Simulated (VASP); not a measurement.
# LiF (Griceite) (Fm-3m) in VASP: further runs, part 2 of 2

VASP 6.6.1. The steps go on from the part before.

### Step 3. Single point, PBE

INCAR reads:

```
PREC = Accurate
ENCUT = 520
EDIFF = 1E-6
ISMEAR = 0
SIGMA = 0.01
LREAL = F
LASPH = T
NELM = 100
ALGO = Normal
ISIF = 2
LWAVE = F
LCHARG = F
GGA = PE
NBANDS = 12
```

KPOINTS reads:

```
regular mesh
0
Gamma
  6 6 6
```

POSCAR reads:

```
LiF
1.0
    0.0000000000      1.9948691814      1.9948691814
    1.9948691814      0.0000000000      1.9948691814
    1.9948691814      1.9948691814      0.0000000000
Li F
1 1
Direct
    0.0000000000      0.0000000000      0.0000000000
    0.5000000000      0.5000000000      0.5000000000
```

Potentials or basis: VASP PAW PBE potentials, release 64 (Li_sv, F).

On the command line:

```sh
$ cat potpaw_PBE.64/Li_sv/POTCAR potpaw_PBE.64/F/POTCAR > POTCAR
$ mpirun -np 1 vasp_std > vasp.out
```

OUTCAR:

```text
PREC = Accurate
   ENCUT = 520
   EDIFF = 1E-6
   ISMEAR = 0
   LREAL = F
   LASPH = T
   NELM = 100
   ISIF = 2
   GGA = PE

 ion  position               nearest neighbor table
   1  0.000  0.000  0.000-   2 1.99   2 1.99   2 1.99   2 1.99   2 1.99   2 1.99
   2  0.500  0.500  0.500-   1 1.99   1 1.99   1 1.99   1 1.99   1 1.99   1 1.99

  LATTYP: Found a face centered cubic cell.
 ALAT       =     3.9897383628

  Lattice vectors:
[... 417 lines left out ...]
     11      31.2264      0.00000
     12      33.6665      0.00000

------------------------ aborting loop because EDIFF is reached ----------------------------------------

  FORCE on cell =-STRESS in cart. coord.  units (eV):
  Direction    XX          YY          ZZ          XY          YZ          ZX
  --------------------------------------------------------------------------------------
  -------------------------------------------------------------------------------------
  Total        0.3935267      0.3935267      0.3935267      0.0000000      0.0000000      0.0000000
  in kB       39.7110609     39.7110609     39.7110609      0.0000000      0.0000000      0.0000000
  external PRESSURE =      39.7110609 kB  Pullay stress =       0.0000000 kB

 VOLUME and BASIS-vectors are now :
 -----------------------------------------------------------------------------
  energy-cutoff  :      520.00
  volume of cell :       15.88
      direct lattice vectors                 reciprocal lattice vectors
     0.000000000  1.994869181  1.994869181    -0.250643002  0.250643002  0.250643002
     1.994869181  0.000000000  1.994869181     0.250643002 -0.250643002  0.250643002
     1.994869181  1.994869181  0.000000000     0.250643002  0.250643002 -0.250643002

 POSITION                                       TOTAL-FORCE (eV/Angst)
 -----------------------------------------------------------------------------------
      0.00000      0.00000      0.00000         0.000000      0.000000      0.000000
      1.99487      1.99487      1.99487        -0.000000     -0.000000     -0.000000
 -----------------------------------------------------------------------------------
    total drift:                               -0.000000     -0.000000      0.000000

  FREE ENERGIE OF THE ION-ELECTRON SYSTEM (eV)
  ---------------------------------------------------
  free  energy   TOTEN  =        -9.6282576675 eV

  energy  without entropy=       -9.6282576675  energy(sigma->0) =       -9.62825767
```

OSZICAR:

```text
N       E                     dE             d eps       ncg     rms          rms(c)
DAV:   1     0.338280198463E+02    0.33828E+02   -0.52667E+03   408   0.834E+02
DAV:   2    -0.886162427268E+01   -0.42690E+02   -0.41708E+02   480   0.195E+02
DAV:   3    -0.101260659459E+02   -0.12644E+01   -0.12619E+01   516   0.284E+01
DAV:   4    -0.101386454928E+02   -0.12580E-01   -0.12579E-01   432   0.311E+00
DAV:   5    -0.101388444387E+02   -0.19895E-03   -0.19895E-03   544   0.244E-01    0.454E+00
DAV:   6    -0.961716769945E+01    0.52168E+00   -0.24574E+00   420   0.980E+00    0.137E+00
DAV:   7    -0.962147997412E+01   -0.43123E-02   -0.18904E-02   508   0.121E+00    0.854E-01
DAV:   8    -0.962815541051E+01   -0.66754E-02   -0.14576E-02   472   0.125E+00    0.107E-01
DAV:   9    -0.962818068653E+01   -0.25276E-04   -0.86603E-04   440   0.268E-01    0.421E-02
DAV:  10    -0.962825436367E+01   -0.73677E-04   -0.12552E-04   428   0.874E-02    0.135E-02
DAV:  11    -0.962825675083E+01   -0.23872E-05   -0.47320E-06   476   0.209E-02    0.231E-03
DAV:  12    -0.962825766751E+01   -0.91669E-06   -0.47427E-07   412   0.578E-03
   1 F= -.96282577E+01 E0= -.96282577E+01  d E =-.148620-164
```

It took 2.9 s on 1 thread of Intel Xeon 6975P-C (Granite Rapids), shared host; peak memory 0.12 GiB.

What came out:

```yaml
Free_energy: -9.6283 eV
Band_gap_on_the_k_mesh: 9.35 eV, direct
```

Caveat: the k points lie up to 0.45 Å⁻¹ apart; the cutoff is under 1.25 times the usual one of these potentials, so pressure, stress and relaxed cells hold a basis-set (Pulay) error.

### Step 4. Single point, LDA

INCAR reads:

```
PREC = Accurate ; ENCUT = 520
EDIFF = 1E-6 ; ISMEAR = 0
SIGMA = 0.01 ; LREAL = False
LASPH = True ; NELM = 100
ALGO = Normal ; ISIF = 2
LWAVE = False ; LCHARG = False
NBANDS = 12
```

KPOINTS is that of step 3.

POSCAR is that of step 3.

Potentials or basis: VASP PAW LDA potentials, release 64 (Li_sv, F).

On the command line:

```sh
$ cat potpaw_LDA.64/Li_sv/POTCAR potpaw_LDA.64/F/POTCAR > POTCAR
$ mpirun -np 1 vasp_std > vasp.out
```

It took 1.9 s on 1 thread of Intel Xeon 6975P-C (Granite Rapids), shared host; peak memory 0.11 GiB.

The run converged. Its results:

* Free energy: -10.4875 eV
* Band gap on the k mesh: 9.10 eV, direct

Levels at points of the mesh, in eV from the valence-band top:
```csv
k point,band 2,band 3,band 4,band 5,band 6,band 7,band 8,band 9
"(0.00, 0.00, 0.00)",-19.65,0.00,0.00,0.00,9.10,23.83,23.83,23.83
"(0.50, 0.00, 0.00)",-19.18,-2.67,-0.24,-0.24,10.52,16.71,18.63,18.63
"(0.50, 0.50, 0.00)",-18.87,-3.24,-1.08,-1.08,14.68,16.16,17.48,20.09
```

Caveat: the k points lie up to 0.45 Å⁻¹ apart; the cutoff is under 1.25 times the usual one of these potentials, so pressure, stress and relaxed cells hold a basis-set (Pulay) error. A hybrid or GW would open this gap; LDA tends to underestimate it.

### Step 5. Single point, r2SCAN

POSCAR is that of step 4.

INCAR.step1 reads:

```
SYSTEM = LiF
PREC     = Accurate       ! precision mode
ENCUT    = 520            ! plane-wave cutoff, eV
ISMEAR   = 0              ! smearing method
SIGMA    = 0.01           ! smearing width, eV
LREAL    = .False.        ! projectors in reciprocal space
LASPH    = .True.         ! aspherical terms in the spheres
NELM     = 80             ! most SCF steps
NBANDS   = 12             ! bands
GGA      = PE             ! functional
ALGO     = Normal         ! electronic algorithm
EDIFF    = 1E-4           ! SCF threshold, eV
LWAVE    = .True.         ! write WAVECAR
LCHARG   = .False.        ! write CHGCAR
```

INCAR.step2 reads:

```
SYSTEM = LiF
PREC     = Accurate       ! precision mode
ENCUT    = 520            ! plane-wave cutoff, eV
EDIFF    = 1E-7           ! SCF threshold, eV
ISMEAR   = 0              ! smearing method
SIGMA    = 0.01           ! smearing width, eV
LREAL    = .False.        ! projectors in reciprocal space
LASPH    = .True.         ! aspherical terms in the spheres
NELM     = 80             ! most SCF steps
ALGO     = Normal         ! electronic algorithm
ISIF     = 2              ! what is computed and relaxed
LWAVE    = .False.        ! write WAVECAR
LCHARG   = .True.         ! write CHGCAR
METAGGA  = R2SCAN         ! meta-GGA
LMIXTAU  = .True.       
LELF     = .True.         ! ELF
LVHAR    = .True.       
NBANDS   = 12             ! bands
ISTART   = 1
```

KPOINTS reads:

```
Automatic mesh
0
Gamma
  6 6 6
  0 0 0
```

Potentials or basis: VASP PAW PBE potentials, release 64 (Li_sv, F).

On the command line:

```sh
$ cat potpaw_PBE.64/Li_sv/POTCAR potpaw_PBE.64/F/POTCAR > POTCAR
$ cp INCAR.step1 INCAR
$ mpirun -np 1 vasp_std > vasp.out
$ cp INCAR.step2 INCAR
$ mpirun -np 1 vasp_std > vasp.out
```

Wall time 9.5 s (1 thread of Intel Xeon 6975P-C (Granite Rapids), shared host); peak memory 0.12 GiB.

It converged, with:

```yaml
Free_energy: -11.9034 eV
Band_gap_on_the_k_mesh: 10.55 eV, direct
```

Levels at points of the mesh, in eV from the valence-band top:
```csv
k point,band 3,band 4,band 5,band 6,band 7,band 8
"(0.00, 0.00, 0.00)",0.00,0.00,0.00,10.55,25.77,25.77
"(0.50, 0.00, 0.00)",-2.58,-0.25,-0.25,11.99,18.50,20.68
"(0.50, 0.50, 0.00)",-3.13,-1.05,-1.05,16.35,17.59,19.49
```

Caveat: the k points lie up to 0.45 Å⁻¹ apart; the cutoff is under 1.25 times the usual one of these potentials, so pressure, stress and relaxed cells hold a basis-set (Pulay) error; the PAW data sets were made with another functional, which shifts forces and pressure a little. r2SCAN opens gaps a little over a GGA but as a rule still falls short of measured ones.

### Step 6. Overview

| level | potentials or basis | gap on the mesh (eV) |
| --- | --- | --- |
| PBE | VASP PAW PBE potentials, release 64 (Li_sv, F) | 9.35 |
| LDA | VASP PAW LDA potentials, release 64 (Li_sv, F) | 9.10 |
| r2SCAN | VASP PAW PBE potentials, release 64 (Li_sv, F) | 10.55 |

Alike in all rows: task single point; no spin polarisation; cell as given; k mesh 6 × 6 × 6; cutoff (eV) 520; smearing gaussian 0.01 eV.

Caveats: all runs use coarse meshes; the cutoff is under 1.25 times the usual one of these potentials, so pressure, stress and relaxed cells hold a basis-set (Pulay) error; the PAW data sets were made with another functional, which shifts forces and pressure a little (some runs).

Total energies depend on the potentials used, so only differences within one code and one set of settings carry meaning.
